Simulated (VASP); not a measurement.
# BN (F-43m) in VASP: further runs

BN is run at these levels: PBE; tasks: single point.

Program: VASP 6.6.1. These are calculated values, not measurements. Logs are shortened: lines on timing, memory, paths and dates and some standing lists are left out, and cuts for length are marked.

### 1 The cell of the first run

It takes space group F-43m (No. 216, cubic). The conventional cell has a = 3.625 Å, b = 3.625 Å, c = 3.625 Å, α = 90.00°, β = 90.00°, γ = 90.00°. B (site symmetry -43m) has 4 N at 1.57 Å within 2.1 Å. N (site symmetry -43m) has 4 B at 1.57 Å within 2.1 Å.

### 2 Single point, PBE

Contents of INCAR:

```
ALGO = Normal
EDIFF = 1E-6
ENCUT = 520
GGA = PE
ISIF = 2
ISMEAR = 0
LASPH = T
LCHARG = F
LREAL = F
LWAVE = F
NBANDS = 11
NELM = 60
PREC = Accurate
SIGMA = 0.02
```

Contents of KPOINTS:

```
k-points
0
Gamma
  12 12 12
```

Contents of POSCAR:

```
BN
1.0
    0.0000000000      1.8123409538      1.8123409538
    1.8123409538      0.0000000000      1.8123409538
    1.8123409538      1.8123409538      0.0000000000
B N
1 1
Direct
    0.2500000000      0.2500000000      0.2500000000
    0.5000000000      0.5000000000      0.5000000000
```

Potentials or basis: VASP PAW PBE potentials, release 64 (B, N).

On the command line:

```console
$ cat potpaw_PBE.64/B/POTCAR potpaw_PBE.64/N/POTCAR > POTCAR
$ mpirun -np 1 vasp_std > vasp.out
```

OUTCAR:

```text
EDIFF = 1E-6
   ENCUT = 520
   GGA = PE
   ISIF = 2
   ISMEAR = 0
   LASPH = T
   LREAL = F
   NELM = 60
   PREC = Accurate

 ion  position               nearest neighbor table
   1  0.250  0.250  0.250-   2 1.57   2 1.57   2 1.57   2 1.57
   2  0.500  0.500  0.500-   1 1.57   1 1.57   1 1.57   1 1.57

  LATTYP: Found a face centered cubic cell.
 ALAT       =     3.6246819076

  Lattice vectors:

 A1 = (   0.0000000000,   1.8123409538,   1.8123409538)
 A2 = (   1.8123409538,   0.0000000000,   1.8123409538)
 A3 = (   1.8123409538,   1.8123409538,   0.0000000000)

Analysis of symmetry for initial positions (statically):
=====================================================================
 Subroutine PRICEL returns:
 Original cell was already a primitive cell.

 Routine SETGRP: Setting up the symmetry group for a
 face centered cubic supercell.

 Subroutine GETGRP returns: Found 24 space group operations
 (whereof 24 operations were pure point group operations)
 out of a pool of 48 trial point group operations.

The static configuration has the point symmetry T_d .

Analysis of symmetry for dynamics (positions and initial velocities):
=====================================================================
 Subroutine PRICEL returns:
 Original cell was already a primitive cell.

 Routine SETGRP: Setting up the symmetry group for a
 face centered cubic supercell.

 Subroutine GETGRP returns: Found 24 space group operations
 (whereof 24 operations were pure point group operations)
 out of a pool of 48 trial point group operations.

The dynamic configuration has the point symmetry T_d .

 Subroutine INISYM returns: Found 24 space group operations
 (whereof 24 operations are pure point group operations),
 and found     1 'primitive' translations

----------------------------------------------------------------------------------------

                                     Primitive cell

  volume of cell :      11.9056

  direct lattice vectors                    reciprocal lattice vectors
     0.000000000  1.812340954  1.812340954    -0.275886278  0.275886278  0.275886278
     1.812340954  0.000000000  1.812340954     0.275886278 -0.275886278  0.275886278
     1.812340954  1.812340954  0.000000000     0.275886278  0.275886278 -0.275886278

  length of vectors
     2.563037157  2.563037157  2.563037157     0.477849050  0.477849050  0.477849050

  position of ions in fractional coordinates (direct lattice)
     0.250000000  0.250000000  0.250000000
     0.500000000  0.500000000  0.500000000

  ion indices of the primitive-cell ions
   primitive index   ion index
                 1           1
                 2           2

----------------------------------------------------------------------------------------

 KPOINTS: k-points

Automatic generation of k-mesh.
 Grid dimensions read from file:
 generate k-points for:   12   12   12

 Generating k-lattice:

  Cartesian coordinates                     Fractional coordinates (reciprocal lattice)
    -0.022990523  0.022990523  0.022990523     0.083333333  0.000000000  0.000000000
     0.022990523 -0.022990523  0.022990523     0.000000000  0.083333333  0.000000000
     0.022990523  0.022990523 -0.022990523     0.000000000  0.000000000  0.083333333

  Length of vectors
     0.039820754  0.039820754  0.039820754

  Shift w.r.t. Gamma in fractional coordinates (k-lattice)
     0.000000000  0.000000000  0.000000000

 Subroutine IBZKPT returns following result:
 ===========================================

 Found     72 irreducible k-points:

 Following reciprocal coordinates:
            Coordinates               Weight
  0.000000  0.000000  0.000000      1.000000
  0.083333  0.000000  0.000000      8.000000
  0.166667  0.000000  0.000000      8.000000
  0.250000  0.000000  0.000000      8.000000
  0.333333  0.000000  0.000000      8.000000
  0.416667  0.000000  0.000000      8.000000
[... 16 lines left out ...]
  0.500000  0.166667  0.000000     24.000000
 -0.416667  0.166667  0.000000     24.000000
 [... further k-points ...]
   k-points           NKPTS =     72   k-points in BZ     NKDIM =     72   number of bands    NBANDS=     11
   number of dos      NEDOS =    301   number of ions     NIONS =      2
   total plane-waves  NPLWV =   8000
   dimension x,y,z NGX =    20 NGY =   20 NGZ =   20
   dimension x,y,z NGXF=    40 NGYF=   40 NGZF=   40
   ions per type =               1   1
   NGX,Y,Z   is equivalent  to a cutoff of  12.97, 12.97, 12.97 a.u.
   NGXF,Y,Z  is equivalent  to a cutoff of  25.95, 25.95, 25.95 a.u.
 SYSTEM =  unknown system
   PREC   = accura    normal or accurate (medium, high low for compatibility)
   ISTART =      0    job   : 0-new  1-cont  2-samecut
   ICHARG =      2    charge: 1-file 2-atom 10-const
   ISPIN  =      1    spin polarized calculation?
   LNONCOLLINEAR =      F non collinear calculations
   LSORBIT =      F    spin-orbit coupling
   LASPH  =      T    aspherical Exc in radial PAW
   ENCUT  =  520.0 eV  38.22 Ry    6.18 a.u.   4.77  4.77  4.77*2*pi/ulx,y,z
   NELM   =     60;   NELMIN=  2; NELMDL= -5     # of ELM steps
   EDIFF  = 0.1E-05   stopping-criterion for ELM
   LREAL  =      F    real-space projection
   EDIFFG = 0.1E-04   stopping-criterion for IOM
   NSW    =      0    number of steps for IOM
   IBRION =     -1    ionic relax: 0-MD 1-quasi-New 2-CG
   NFREE  =      0    steps in history (QN), initial steepest desc. (CG)
   ISIF   =      2    stress and relaxation
   ISYM   =      2    0-nonsym 1-usesym 2-fastsym
   POTIM  = 0.5000    time-step for ionic-motion
   TEBEG  =    0.0;   TEEND  =   0.0 temperature during run
   PSTRESS=    0.0 pullay stress
   NELECT =       8.0000    total number of electrons
   NUPDOWN=      -1.0000    fix difference up-down
   EMIN   =  10.00;   EMAX   =-10.00  energy-range for DOS
   EFERMI =   0.00;   METHOD = LEGACY
   ISMEAR =     0;   SIGMA  =   0.02  broadening in eV -4-tet -1-fermi 0-gaus
   EFERMI_NEDOS =   21; number of points for ismear=-14 and -15
   IALGO  =     38    algorithm
   IMIX   =      4    mixing-type and parameters
     AMIX     =   0.40;   BMIX     =  1.00
     AMIX_MAG =   1.60;   BMIX_MAG =  1.00
  volume/ion in A,a.u.               =       5.95        40.17
  Fermi-wavevector in a.u.,A,eV,Ry     =   1.433909  2.709695 27.974871  2.056095
  Thomas-Fermi vector in A             =   2.553376
   LORBIT       =      0    0 simple, 1 ext, 2 COOP (PROOUT), +10 PAW based schemes
   GGA     = PE    functional components
   LHFCALC =     F    Hartree Fock is set to
   AEXX    =    0.0000 exact exchange contribution
   IVDW    =     0    specifies the selected vdW correction
   LEPSILON=     F    determine dielectric tensor
   LRPA    =     F    only Hartree local field effects (RPA)
 non-spin polarized calculation
 Gauss-broadening in eV      SIGMA  =   0.02
  energy-cutoff  :      520.00
  volume of cell :       11.91
 maximum number of plane-waves:       332
   NGX =  9   NGY =  9   NGZ =  9

 number of electron       7.9999999 magnetization

 Free energy of the ion-electron system (eV)
  ---------------------------------------------------
  ext. energy  EPLUGINS =         0.00000000
  ---------------------------------------------------
  free energy    TOTEN  =       -17.45101249 eV

  energy without entropy =      -17.45101249  energy(sigma->0) =      -17.45101249

 E-fermi :   7.4063     XC(G=0): -12.7825

 val. band max:        7.3044081648   @ k =   0.0000   0.0000   0.0000
 cond. band min:      11.7552091763   @ k =   0.5000   0.5000   0.0000
 fundamental gap:      4.4508010115
 Fermi energy:         7.4062592460

 k-point     1 :       0.0000    0.0000    0.0000
  band No.  band energies     occupation
      1     -12.8353      2.00000
      2       7.3044      2.00000
      3       7.3044      2.00000
      4       7.3044      2.00000
      5      16.0861      0.00000
      6      16.0861      0.00000
      7      16.0861      0.00000
      8      17.5235      0.00000
      9      31.9062      0.00000
     10      34.9752      0.00000
     11      34.9752      0.00000

 k-point     2 :       0.0833    0.0000    0.0000
  band No.  band energies     occupation
      1     -12.6673      2.00000
      2       6.3968      2.00000
      3       7.1253      2.00000
      4       7.1253      2.00000
      5      16.2840      0.00000
      6      16.3578      0.00000
      7      16.3578      0.00000
      8      18.0933      0.00000
      9      31.7201      0.00000
     10      32.7795      0.00000
     11      32.7795      0.00000

 k-point     3 :       0.1667    0.0000    0.0000
  band No.  band energies     occupation
      1     -12.1698      2.00000
      2       4.3091      2.00000
      3       6.6894      2.00000
      4       6.6894      2.00000
      5      16.5796      0.00000
      6      16.9897      0.00000
      7      16.9897      0.00000
      8      19.4298      0.00000
      9      31.1946      0.00000
     10      31.2330      0.00000
     11      31.2330      0.00000

 k-point     4 :       0.2500    0.0000    0.0000
  band No.  band energies     occupation
      1     -11.3665      2.00000
      2       1.8580      2.00000
      3       6.1857      2.00000
      4       6.1857      2.00000
      5      16.8669      0.00000
      6      17.5947      0.00000
      7      17.5947      0.00000
      8      20.7695      0.00000
      9      30.6528      0.00000
     10      30.8287      0.00000
     11      30.8287      0.00000

 k-point     5 :       0.3333    0.0000    0.0000
  band No.  band energies     occupation
      1     -10.3211      2.00000
      2      -0.5152      2.00000
      3       5.7559      2.00000
      4       5.7559      2.00000
      5      17.1183      0.00000
      6      17.9082      0.00000
      7      17.9082      0.00000
      8      21.7444      0.00000
      9      30.4234      0.00000
     10      31.6121      0.00000
     11      31.6121      0.00000
[... 211 lines left out ...]
 k-point    21 :       0.3333    0.1667    0.0000
  band No.  band energies     occupation
      1     -10.4882      2.00000
      2       1.2565      2.00000
      3       4.5567      2.00000
      4       4.8329      2.00000
      5      15.3630      0.00000
      6      19.5002      0.00000
      7      20.0311      0.00000
      8      20.0432      0.00000
      9      26.6905      0.00000
     10      33.6020      0.00000
     11      35.3306      0.00000

 k-point    22 :       0.4167    0.1667    0.0000
  band No.  band energies     occupation
      1      -9.4327      2.00000
      2      -0.8190      2.00000
      3       4.1888      2.00000
      4       4.3740      2.00000
      5      15.7705      0.00000
      6      19.6279      0.00000
      7      20.1194      0.00000
      8      20.9880      0.00000
      9      27.5986      0.00000
     10      33.3815      0.00000
     11      35.5958      0.00000

 k-point    23 :       0.5000    0.1667    0.0000
  band No.  band energies     occupation
      1      -8.4777      2.00000
      2      -2.3589      2.00000
      3       3.6072      2.00000
      4       4.4458      2.00000
      5      16.1263      0.00000
      6      19.5581      0.00000
      7      19.8795      0.00000
      8      22.2816      0.00000
      9      27.9729      0.00000
     10      33.5537      0.00000
     11      34.8001      0.00000

 k-point    24 :      -0.4167    0.1667    0.0000
  band No.  band energies     occupation
      1      -8.2956      2.00000
      2      -2.6238      2.00000
      3       3.2083      2.00000
      4       4.7581      2.00000
      5      16.5770      0.00000
      6      19.4110      0.00000
      7      19.4871      0.00000
      8      22.8907      0.00000
      9      28.2597      0.00000
     10      32.5563      0.00000
     11      33.8243      0.00000

 [... further k-points ...]

------------------------ aborting loop because EDIFF is reached ----------------------------------------

  FORCE on cell =-STRESS in cart. coord.  units (eV):
  Direction    XX          YY          ZZ          XY          YZ          ZX
  --------------------------------------------------------------------------------------
  -------------------------------------------------------------------------------------
  Total        0.0182784      0.0182784      0.0182784     -0.0000000      0.0000000      0.0000000
  in kB        2.4598004      2.4598004      2.4598004     -0.0000000      0.0000000      0.0000000
  external PRESSURE =       2.4598004 kB  Pullay stress =       0.0000000 kB

 VOLUME and BASIS-vectors are now :
 -----------------------------------------------------------------------------
  energy-cutoff  :      520.00
  volume of cell :       11.91
      direct lattice vectors                 reciprocal lattice vectors
     0.000000000  1.812340954  1.812340954    -0.275886278  0.275886278  0.275886278
     1.812340954  0.000000000  1.812340954     0.275886278 -0.275886278  0.275886278
     1.812340954  1.812340954  0.000000000     0.275886278  0.275886278 -0.275886278

 POSITION                                       TOTAL-FORCE (eV/Angst)
 -----------------------------------------------------------------------------------
      0.90617      0.90617      0.90617        -0.000000     -0.000000     -0.000000
      1.81234      1.81234      1.81234         0.000000      0.000000      0.000000
 -----------------------------------------------------------------------------------
    total drift:                                0.000000      0.000000      0.000000

  FREE ENERGIE OF THE ION-ELECTRON SYSTEM (eV)
  ---------------------------------------------------
  free  energy   TOTEN  =       -17.4510124882 eV

  energy  without entropy=      -17.4510124882  energy(sigma->0) =      -17.45101249
```

Run time: 3.8 s. Hardware: 1 thread of Intel Xeon 6975P-C (Granite Rapids), shared host; peak memory 0.12 GiB.

Results:

```
Free energy            : -17.4510 eV
Pressure               : 0.2 GPa
Band gap on the k mesh : 4.45 eV, indirect (least direct gap 8.78 eV)
```

A k mesh can miss the band edges. PBE gaps usually lie below the measured ones, often by a third to a half.

(Continued in part 2 of 2.)
